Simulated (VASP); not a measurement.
# C (Fd-3m) in VASP: further runs

The runs below take C through single point, with r2SCAN.

Everything below comes from runs of VASP 6.6.1. Logs are shortened: lines on timing, memory, paths and dates and some standing lists are left out, and cuts for length are marked.

## (1) The cell of the first run

Symmetry: Fd-3m, No. 227, cubic system. The conventional cell has a = 3.567 Å, b = 3.567 Å, c = 3.567 Å, α = 90.00°, β = 90.00°, γ = 90.00°. C (site symmetry -43m) has 4 C at 1.54 Å within 2.1 Å.

## (2) Single point, r2SCAN

File POSCAR:

```
C
1.0
    0.0000000000      1.7834000000      1.7834000000
    1.7834000000      0.0000000000      1.7834000000
    1.7834000000      1.7834000000      0.0000000000
C
2
Direct
    0.5000000000      0.5000000000      0.5000000000
    0.7500000000      0.7500000000      0.7500000000
```

File INCAR.step1:

```
SYSTEM = C
PREC = Accurate
ENCUT = 520
ISMEAR = 0
SIGMA = 0.05
LREAL = .False.
LASPH = .True.
NELM = 100
NBANDS = 11
GGA = PE
ALGO = Normal
EDIFF = 1E-4
LWAVE = .True.
LCHARG = .False.
```

File INCAR.step2:

```
SYSTEM = C
PREC = Accurate
ENCUT = 520
EDIFF = 1E-7
ISMEAR = 0
SIGMA = 0.05
LREAL = .False.
LASPH = .True.
NELM = 100
ALGO = Normal
ISIF = 2
LWAVE = .False.
LCHARG = .False.
METAGGA = R2SCAN
LMIXTAU = .True.
NBANDS = 11
ISTART = 1
```

File KPOINTS:

```
regular mesh
0
Gamma
  12 12 12
  0 0 0
```

Potentials or basis: VASP PAW PBE potentials, release 64 (C).

Command:

```console
$ cat potpaw_PBE.64/C/POTCAR > POTCAR
$ cp INCAR.step1 INCAR
$ mpirun -np 1 vasp_std > vasp.out
$ cp INCAR.step2 INCAR
$ mpirun -np 1 vasp_std > vasp.out
```

OUTCAR:

```text
SYSTEM = C
   PREC = Accurate
   ENCUT = 520
   EDIFF = 1E-7
   ISMEAR = 0
   LREAL = .False.
   LASPH = .True.
   NELM = 100
   ISIF = 2
   METAGGA = R2SCAN
   ISTART = 1

 ion  position               nearest neighbor table
   1  0.500  0.500  0.500-   2 1.54   2 1.54   2 1.54   2 1.54
   2  0.750  0.750  0.750-   1 1.54   1 1.54   1 1.54   1 1.54

  LATTYP: Found a face centered cubic cell.
 ALAT       =     3.5668000000

  Lattice vectors:

 A1 = (   0.0000000000,   1.7834000000,   1.7834000000)
 A2 = (   1.7834000000,   0.0000000000,   1.7834000000)
 A3 = (   1.7834000000,   1.7834000000,   0.0000000000)

Analysis of symmetry for initial positions (statically):
=====================================================================
 Subroutine PRICEL returns:
 Original cell was already a primitive cell.

 Routine SETGRP: Setting up the symmetry group for a
 face centered cubic supercell.

 Subroutine GETGRP returns: Found 48 space group operations
 (whereof 24 operations were pure point group operations)
 out of a pool of 48 trial point group operations.

The static configuration has the point symmetry T_d .
 The point group associated with its full space group is O_h .

Analysis of symmetry for dynamics (positions and initial velocities):
=====================================================================
 Subroutine PRICEL returns:
 Original cell was already a primitive cell.

 Routine SETGRP: Setting up the symmetry group for a
 face centered cubic supercell.

 Subroutine GETGRP returns: Found 48 space group operations
 (whereof 24 operations were pure point group operations)
 out of a pool of 48 trial point group operations.

The dynamic configuration has the point symmetry T_d .
 The point group associated with its full space group is O_h .

 Subroutine INISYM returns: Found 48 space group operations
 (whereof 24 operations are pure point group operations),
 and found     1 'primitive' translations

----------------------------------------------------------------------------------------

                                     Primitive cell

  volume of cell :      11.3443

  direct lattice vectors                    reciprocal lattice vectors
     0.000000000  1.783400000  1.783400000    -0.280363351  0.280363351  0.280363351
     1.783400000  0.000000000  1.783400000     0.280363351 -0.280363351  0.280363351
     1.783400000  1.783400000  0.000000000     0.280363351  0.280363351 -0.280363351

  length of vectors
     2.522108467  2.522108467  2.522108467     0.485603568  0.485603568  0.485603568

  position of ions in fractional coordinates (direct lattice)
     0.500000000  0.500000000  0.500000000
     0.750000000  0.750000000  0.750000000

  ion indices of the primitive-cell ions
   primitive index   ion index
                 1           1
                 2           2

----------------------------------------------------------------------------------------

 KPOINTS: regular mesh

Automatic generation of k-mesh.
 Grid dimensions read from file:
 generate k-points for:   12   12   12

 Generating k-lattice:

  Cartesian coordinates                     Fractional coordinates (reciprocal lattice)
    -0.023363613  0.023363613  0.023363613     0.083333333  0.000000000  0.000000000
     0.023363613 -0.023363613  0.023363613     0.000000000  0.083333333  0.000000000
     0.023363613  0.023363613 -0.023363613     0.000000000  0.000000000  0.083333333

  Length of vectors
     0.040466964  0.040466964  0.040466964

  Shift w.r.t. Gamma in fractional coordinates (k-lattice)
     0.000000000  0.000000000  0.000000000

 Subroutine IBZKPT returns following result:
 ===========================================

 Found     72 irreducible k-points:

 Following reciprocal coordinates:
            Coordinates               Weight
  0.000000  0.000000  0.000000      1.000000
  0.083333  0.000000  0.000000      8.000000
  0.166667  0.000000  0.000000      8.000000
  0.250000  0.000000  0.000000      8.000000
  0.333333  0.000000  0.000000      8.000000
  0.416667  0.000000  0.000000      8.000000
[... 16 lines left out ...]
  0.500000  0.166667  0.000000     24.000000
 -0.416667  0.166667  0.000000     24.000000
 [... further k-points ...]
   k-points           NKPTS =     72   k-points in BZ     NKDIM =     72   number of bands    NBANDS=     11
   number of dos      NEDOS =    301   number of ions     NIONS =      2
   total plane-waves  NPLWV =   8000
   dimension x,y,z NGX =    20 NGY =   20 NGZ =   20
   dimension x,y,z NGXF=    40 NGYF=   40 NGZF=   40
   ions per type =               2
   NGX,Y,Z   is equivalent  to a cutoff of  13.18, 13.18, 13.18 a.u.
   NGXF,Y,Z  is equivalent  to a cutoff of  26.37, 26.37, 26.37 a.u.
 SYSTEM =  C
   PREC   = accura    normal or accurate (medium, high low for compatibility)
   ISTART =      1    job   : 0-new  1-cont  2-samecut
   ICHARG =      0    charge: 1-file 2-atom 10-const
   ISPIN  =      1    spin polarized calculation?
   LNONCOLLINEAR =      F non collinear calculations
   LSORBIT =      F    spin-orbit coupling
   LASPH  =      T    aspherical Exc in radial PAW
   ENCUT  =  520.0 eV  38.22 Ry    6.18 a.u.   4.69  4.69  4.69*2*pi/ulx,y,z
   NELM   =    100;   NELMIN=  2; NELMDL=  0     # of ELM steps
   EDIFF  = 0.1E-06   stopping-criterion for ELM
   LREAL  =      F    real-space projection
   EDIFFG = 0.1E-05   stopping-criterion for IOM
   NSW    =      0    number of steps for IOM
   IBRION =     -1    ionic relax: 0-MD 1-quasi-New 2-CG
   NFREE  =      0    steps in history (QN), initial steepest desc. (CG)
   ISIF   =      2    stress and relaxation
   ISYM   =      2    0-nonsym 1-usesym 2-fastsym
   POTIM  = 0.5000    time-step for ionic-motion
   TEBEG  =    0.0;   TEEND  =   0.0 temperature during run
   PSTRESS=    0.0 pullay stress
   NELECT =       8.0000    total number of electrons
   NUPDOWN=      -1.0000    fix difference up-down
   EMIN   =  10.00;   EMAX   =-10.00  energy-range for DOS
   EFERMI =   0.00;   METHOD = LEGACY
   ISMEAR =     0;   SIGMA  =   0.05  broadening in eV -4-tet -1-fermi 0-gaus
   EFERMI_NEDOS =   21; number of points for ismear=-14 and -15
   IALGO  =     38    algorithm
   IMIX   =      4    mixing-type and parameters
     AMIX     =   0.40;   BMIX     =  1.00
     AMIX_MAG =   1.60;   BMIX_MAG =  1.00
  volume/ion in A,a.u.               =       5.67        38.28
  Fermi-wavevector in a.u.,A,eV,Ry     =   1.457178  2.753668 28.890189  2.123369
  Thomas-Fermi vector in A             =   2.574010
   LORBIT       =      0    0 simple, 1 ext, 2 COOP (PROOUT), +10 PAW based schemes
   METAGGA = R2SCAN    functional components
   LHFCALC =     F    Hartree Fock is set to
   AEXX    =    0.0000 exact exchange contribution
   IVDW    =     0    specifies the selected vdW correction
   LEPSILON=     F    determine dielectric tensor
   LRPA    =     F    only Hartree local field effects (RPA)
 non-spin polarized calculation
 Gauss-broadening in eV      SIGMA  =   0.05
  energy-cutoff  :      520.00
  volume of cell :       11.34
 maximum number of plane-waves:       316
   NGX =  9   NGY =  9   NGZ =  9

 number of electron       7.9999999 magnetization

 Free energy of the ion-electron system (eV)
  ---------------------------------------------------
  ext. energy  EPLUGINS =         0.00000000
  ---------------------------------------------------
  free energy    TOTEN  =       -19.65727679 eV

  energy without entropy =      -19.65727679  energy(sigma->0) =      -19.65727679

 E-fermi :  10.0931     XC(G=0): -14.2577

 val. band max:        9.7121750549   @ k =   0.0000   0.0000   0.0000
 cond. band min:      14.0544776477   @ k =   0.3333   0.3333   0.0000
 fundamental gap:      4.3423025927
 Fermi energy:        10.0931455885

 k-point     1 :       0.0000    0.0000    0.0000
  band No.  band energies     occupation
      1     -12.9826      2.00000
      2       9.7122      2.00000
      3       9.7122      2.00000
      4       9.7122      2.00000
      5      15.5475      0.00000
      6      15.5475      0.00000
      7      15.5475      0.00000
      8      23.5290      0.00000
      9      30.1050      0.00000
     10      37.0996      0.00000
     11      37.0996      0.00000

 k-point     2 :       0.0833    0.0000    0.0000
  band No.  band energies     occupation
      1     -12.7817      2.00000
      2       8.3956      2.00000
      3       9.3672      2.00000
      4       9.3672      2.00000
      5      15.9999      0.00000
      6      15.9999      0.00000
      7      16.3150      0.00000
      8      23.7332      0.00000
      9      30.4494      0.00000
     10      35.0489      0.00000
     11      35.0489      0.00000

 k-point     3 :       0.1667    0.0000    0.0000
  band No.  band energies     occupation
      1     -12.1815      2.00000
      2       5.7037      2.00000
      3       8.6208      2.00000
      4       8.6208      2.00000
      5      16.9802      0.00000
      6      16.9802      0.00000
      7      17.4501      0.00000
      8      24.3215      0.00000
      9      31.1683      0.00000
     10      33.4094      0.00000
     11      33.4094      0.00000
[... 267 lines left out ...]
 k-point    23 :       0.5000    0.1667    0.0000
  band No.  band energies     occupation
      1      -7.0121      2.00000
      2      -2.9638      2.00000
      3       4.4050      2.00000
      4       5.5069      2.00000
      5      17.1545      0.00000
      6      21.0020      0.00000
      7      21.4492      0.00000
      8      24.8358      0.00000
      9      31.0294      0.00000
     10      34.9003      0.00000
     11      37.5597      0.00000

 k-point    24 :      -0.4167    0.1667    0.0000
  band No.  band energies     occupation
      1      -6.5872      2.00000
      2      -3.4792      2.00000
      3       3.8957      2.00000
      4       5.9055      2.00000
      5      17.6144      0.00000
      6      20.4760      0.00000
      7      21.4268      0.00000
      8      26.0981      0.00000
      9      30.2711      0.00000
     10      34.9818      0.00000
     11      35.7114      0.00000

 [... further k-points ...]

------------------------ aborting loop because EDIFF is reached ----------------------------------------

  FORCE on cell =-STRESS in cart. coord.  units (eV):
  Direction    XX          YY          ZZ          XY          YZ          ZX
  --------------------------------------------------------------------------------------
  -------------------------------------------------------------------------------------
  Total       -0.0957864     -0.0957864     -0.0957864      0.0000000      0.0000000      0.0000000
  in kB      -13.5281373    -13.5281373    -13.5281373      0.0000000      0.0000000      0.0000000
  external PRESSURE =     -13.5281373 kB  Pullay stress =       0.0000000 kB

 VOLUME and BASIS-vectors are now :
 -----------------------------------------------------------------------------
  energy-cutoff  :      520.00
  volume of cell :       11.34
      direct lattice vectors                 reciprocal lattice vectors
     0.000000000  1.783400000  1.783400000    -0.280363351  0.280363351  0.280363351
     1.783400000  0.000000000  1.783400000     0.280363351 -0.280363351  0.280363351
     1.783400000  1.783400000  0.000000000     0.280363351  0.280363351 -0.280363351

 POSITION                                       TOTAL-FORCE (eV/Angst)
 -----------------------------------------------------------------------------------
      1.78340      1.78340      1.78340        -0.000000     -0.000000     -0.000000
      2.67510      2.67510      2.67510         0.000000      0.000000      0.000000
 -----------------------------------------------------------------------------------
    total drift:                                0.000000     -0.000000      0.000000

  FREE ENERGIE OF THE ION-ELECTRON SYSTEM (eV)
  ---------------------------------------------------
  free  energy   TOTEN  =       -19.6572767920 eV

  energy  without entropy=      -19.6572767920  energy(sigma->0) =      -19.65727679
```

Run time: 35 s. Hardware: 1 thread of AMD EPYC 7R43 (Zen 3), shared host; peak memory 0.08 GiB.

What came out:

```
Free energy            : -19.6573 eV
Pressure               : -1.4 GPa
Band gap on the k mesh : 4.34 eV, indirect (least direct gap 5.84 eV)
```

Caveat: the PAW data sets were made with another functional, which shifts forces and pressure a little. r2SCAN opens gaps a little over a GGA but as a rule still falls short of measured ones.

## (3) Single point, r2SCAN

This run uses another cell than the first one: it holds 8 atoms, not 2.

File POSCAR:

```
C
1.0
    3.5668000000      0.0000000000      0.0000000000
    0.0000000000     -3.5668000000      0.0000000000
    0.0000000000      0.0000000000     -3.5668000000
C
8
Direct
    0.5000000000      0.0000000000      0.0000000000
    0.0000000000      0.5000000000      0.0000000000
    0.0000000000      0.0000000000      0.5000000000
    0.5000000000      0.5000000000      0.5000000000
    0.7500000000      0.7500000000      0.7500000000
    0.2500000000      0.2500000000      0.7500000000
    0.2500000000      0.7500000000      0.2500000000
    0.7500000000      0.2500000000      0.2500000000
```

File INCAR.step1:

```
PREC = Accurate
ENCUT = 520
ISMEAR = 0
SIGMA = 0.05
LREAL = False
LASPH = True
NELM = 60
NBANDS = 26
GGA = PE
ALGO = Normal
EDIFF = 1E-4
LWAVE = True
LCHARG = False
```

File INCAR.step2:

```
PREC = Accurate
ENCUT = 520
EDIFF = 1E-6
ISMEAR = 0
SIGMA = 0.05
LREAL = False
LASPH = True
NELM = 60
ALGO = Normal
ISIF = 2
LWAVE = False
LCHARG = False
METAGGA = R2SCAN
LMIXTAU = True
NBANDS = 26
ISTART = 1
```

File KPOINTS:

```
Automatic mesh
0
Gamma
  6 6 6
```

Potentials or basis: VASP PAW PBE potentials, release 64 (C).

Command:

```console
$ cat potpaw_PBE.64/C/POTCAR > POTCAR
$ cp INCAR.step1 INCAR
$ mpirun -np 1 vasp_std > vasp.out
$ cp INCAR.step2 INCAR
$ mpirun -np 1 vasp_std > vasp.out
```

Run time: 81 s. Hardware: 1 thread of AMD EPYC 7R43 (Zen 3), shared host; peak memory 0.12 GiB.

Results (log left out):

* Free energy: -78.6289 eV
* Pressure: -1.3 GPa
* Band gap on the k mesh: 4.34 eV

Levels at points of the mesh, in eV from the valence-band top:
```csv
k point,band 14,band 15,band 16,band 17,band 18,band 19
"(0.00, 0.00, 0.00)",0.00,0.00,0.00,5.00,5.00,5.00
"(0.50, 0.00, 0.00)",-4.37,-4.37,-4.37,4.64,4.64,10.73
"(0.50, 0.50, 0.00)",-3.20,-3.20,-3.20,8.31,8.31,8.31
"(0.50, 0.50, 0.50)",-2.98,-2.98,-2.98,8.88,8.88,8.88
```

Caveat: the PAW data sets were made with another functional, which shifts forces and pressure a little.

(Continued in part 2 of 2.)
